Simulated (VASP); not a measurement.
# PbSe (zincblende type) (I-4m2) in VASP: electric field gradients with PBE

Aim: the electric field gradients of PbSe (zincblende type) with PBE.

Program: VASP 6.6.1. These are calculated values, not measurements. Logs are shortened: lines on timing, memory, paths and dates and some standing lists are left out, and cuts for length are marked.

### Step 1. The cell of the first run

Symmetry: I-4m2, No. 119, tetragonal system. The conventional cell has a = 4.954 Å, b = 4.954 Å, c = 6.694 Å, α = 90.00°, β = 90.00°, γ = 90.00°. Pb (site symmetry -4m2) has 4 Se at 2.99 Å within 3.9 Å. Se (site symmetry -4m2) has 4 Pb at 2.99 Å within 3.9 Å.

### Step 2. Electric field gradients, PBE (z stretched by -3 % at fixed volume)

File INCAR:

```
  PREC = Accurate
  ENCUT = 520
  EDIFF = 1E-8
  ISMEAR = -1
  SIGMA = 0.08
  LREAL = False
  LASPH = True
  NELM = 80
  ALGO = Normal
  ISIF = 2
  LWAVE = False
  LCHARG = False
  GGA = PE
  LEFG = True
  NBANDS = 17
```

File KPOINTS:

```
regular mesh
0
Gamma
  11 11 11
```

File POSCAR:

```
PbSe
1.0
    0.0000000000      3.5033090265      3.3468484665
    3.5033090265      0.0000000000      3.3468484665
    3.5033090265      3.5033090265      0.0000000000
Pb Se
1 1
Direct
    0.0000000000      0.0000000000      0.0000000000
    0.2500000000      0.2500000000      0.2500000000
```

Potentials or basis: VASP PAW PBE potentials, release 64 (Pb_d, Se).

On the command line:

```console
$ cat potpaw_PBE.64/Pb_d/POTCAR potpaw_PBE.64/Se/POTCAR > POTCAR
$ mpirun -np 1 vasp_std > vasp.out
```

OUTCAR:

```text
PREC = Accurate
   ENCUT = 520
   EDIFF = 1E-8
   ISMEAR = -1
   LREAL = False
   LASPH = True
   NELM = 80
   ISIF = 2
   GGA = PE

 ion  position               nearest neighbor table
   1  0.000  0.000  0.000-   2 2.99   2 2.99   2 2.99   2 2.99
   2  0.250  0.250  0.250-   1 2.99   1 2.99   1 2.99   1 2.99

  LATTYP: Found a body centered tetragonal cell.
 ALAT       =     4.9544271385
 C/A-ratio  =     1.3510536629

  Lattice vectors:

 A1 = (   0.0000000000,  -3.5033090265,  -3.3468484665)
 A2 = (   0.0000000000,   3.5033090265,  -3.3468484665)
 A3 = (   3.5033090265,   0.0000000000,   3.3468484665)

Analysis of symmetry for initial positions (statically):
=====================================================================
 Subroutine PRICEL returns:
 Original cell was already a primitive cell.

 Routine SETGRP: Setting up the symmetry group for a
 body centered tetragonal supercell.

 Subroutine GETGRP returns: Found  8 space group operations
 (whereof  8 operations were pure point group operations)
 out of a pool of 16 trial point group operations.

The static configuration has the point symmetry D_2d.

Analysis of symmetry for dynamics (positions and initial velocities):
=====================================================================
 Subroutine PRICEL returns:
 Original cell was already a primitive cell.

 Routine SETGRP: Setting up the symmetry group for a
 body centered tetragonal supercell.

 Subroutine GETGRP returns: Found  8 space group operations
 (whereof  8 operations were pure point group operations)
 out of a pool of 16 trial point group operations.

The dynamic configuration has the point symmetry D_2d.

 Subroutine INISYM returns: Found  8 space group operations
 (whereof  8 operations are pure point group operations),
 and found     1 'primitive' translations

----------------------------------------------------------------------------------------

                                     Primitive cell

  volume of cell :      82.1529

  direct lattice vectors                    reciprocal lattice vectors
[... 113 lines left out ...]
   LHFCALC =     F    Hartree Fock is set to
   AEXX    =    0.0000 exact exchange contribution
   IVDW    =     0    specifies the selected vdW correction
   LEPSILON=     F    determine dielectric tensor
   LRPA    =     F    only Hartree local field effects (RPA)
 non-spin polarized calculation
  energy-cutoff  :      520.00
  volume of cell :       82.15
 maximum number of plane-waves:      2238
   NGX = 17   NGY = 17   NGZ = 19

 number of electron      19.9999998 magnetization

 Free energy of the ion-electron system (eV)
  ---------------------------------------------------
  ext. energy  EPLUGINS =         0.00000000
  ---------------------------------------------------
  free energy    TOTEN  =        -7.83789923 eV

  energy without entropy =       -7.83744316  energy(sigma->0) =       -7.83767120

 E-fermi :   2.5118     XC(G=0):  -7.6389

 val. band max:        2.1548442778   @ k =  -0.2727   0.1818   0.4545
 cond. band min:       2.7763829958   @ k =   0.4545   0.4545   0.0000
 fundamental gap:      0.6215387180
 Fermi energy:         2.5117725164

 k-point     1 :       0.0000    0.0000    0.0000
  band No.  band energies     occupation
      1     -14.6531      2.00000
      2     -14.6531      2.00000
      3     -14.6420      2.00000
      4     -14.6281      2.00000
      5     -14.6176      2.00000
      6     -10.5043      2.00000
[... 457 lines left out ...]
      4     -14.6265      2.00000
      5     -14.6174      2.00000
      6     -10.1642      2.00000
[... 9 lines left out ...]
     16       9.4515      0.00000
     17      12.1083      0.00000

 [... further k-points ...]
[... 5 lines left out ...]
  --------------------------------------------------------------------------------------
  -------------------------------------------------------------------------------------
  Total       -0.0643084     -0.0643084      0.0169466      0.0000000      0.0000000      0.0000000
  in kB       -1.2541660     -1.2541660      0.3304997      0.0000000      0.0000000      0.0000000
  external PRESSURE =      -0.7259441 kB  Pullay stress =       0.0000000 kB

 VOLUME and BASIS-vectors are now :
 -----------------------------------------------------------------------------
  energy-cutoff  :      520.00
  volume of cell :       82.15
      direct lattice vectors                 reciprocal lattice vectors
     0.000000000  3.503309027  3.346848467    -0.142722208  0.142722208  0.149394275
     3.503309027  0.000000000  3.346848467     0.142722208 -0.142722208  0.149394275
     3.503309027  3.503309027  0.000000000     0.142722208  0.142722208 -0.149394275

 POSITION                                       TOTAL-FORCE (eV/Angst)
 -----------------------------------------------------------------------------------
      0.00000      0.00000      0.00000        -0.000000      0.000000      0.000000
      1.75165      1.75165      1.67342         0.000000     -0.000000     -0.000000
 -----------------------------------------------------------------------------------
    total drift:                                0.000001      0.000001     -0.000001

  FREE ENERGIE OF THE ION-ELECTRON SYSTEM (eV)
  ---------------------------------------------------
  free  energy   TOTEN  =        -7.8378992348 eV

  energy  without entropy=       -7.8374431571  energy(sigma->0) =       -7.83767120

 Electric field gradients (V/A^2)
---------------------------------------------------------------------
 ion       V_xx      V_yy      V_zz      V_xy      V_xz      V_yz
---------------------------------------------------------------------
   1     -10.792   -10.792    21.585    -0.001     0.000     0.000
   2       7.276     7.276   -14.553    -0.000     0.000     0.000
---------------------------------------------------------------------

 Electric field gradients after diagonalization (V/A^2)
 (convention: |V_zz| > |V_xx| > |V_yy|)
----------------------------------------------------------------------
 ion       V_xx      V_yy      V_zz     asymmetry (V_yy - V_xx)/ V_zz
----------------------------------------------------------------------
   1     -10.793   -10.792    21.585       0.000
   2       7.277     7.276   -14.553       0.000
----------------------------------------------------------------------

           NMR quadrupolar parameters

 Cq : quadrupolar parameter    Cq=e*Q*V_zz/h
 eta: asymmetry parameters     (V_yy - V_xx)/ V_zz
 Q  : nuclear electric quadrupole moment in mb (millibarn)
----------------------------------------------------------------------
 ion       Cq(MHz)       eta       Q (mb)
----------------------------------------------------------------------
   1       0.052       0.000       1.000
   2      -0.035       0.000       1.000
----------------------------------------------------------------------
```

It took 3.3 min on 1 thread of Intel Xeon Platinum 8259CL at 2.50GHz (Skylake/Cascade Lake), shared host; peak memory 0.34 GiB.

What came out:

| Property | Result |
| --- | --- |
| Free energy | -7.8379 eV |
| Pressure | -0.1 GPa |
| Band gap on the k mesh | 0.62 eV, indirect (least direct gap 1.18 eV) |

Stress tensor (GPa, compression positive):
```
-0.13  0.00  0.00
 0.00 -0.13  0.00
 0.00  0.00  0.03
```

Electric field gradients, principal values (V/Å²):
```
atom    least   middle  greatest (by size)
1 Pb  -10.792  -10.793              21.585
2 Se    7.276    7.277             -14.553
```

Caveat: without QUAD_EFG the Cq values of the log hold for a quadrupole moment of 1 mb, not for the nuclei; spin-orbit coupling is left out, which moves the levels of the heavy elements. A k mesh can miss the band edges.
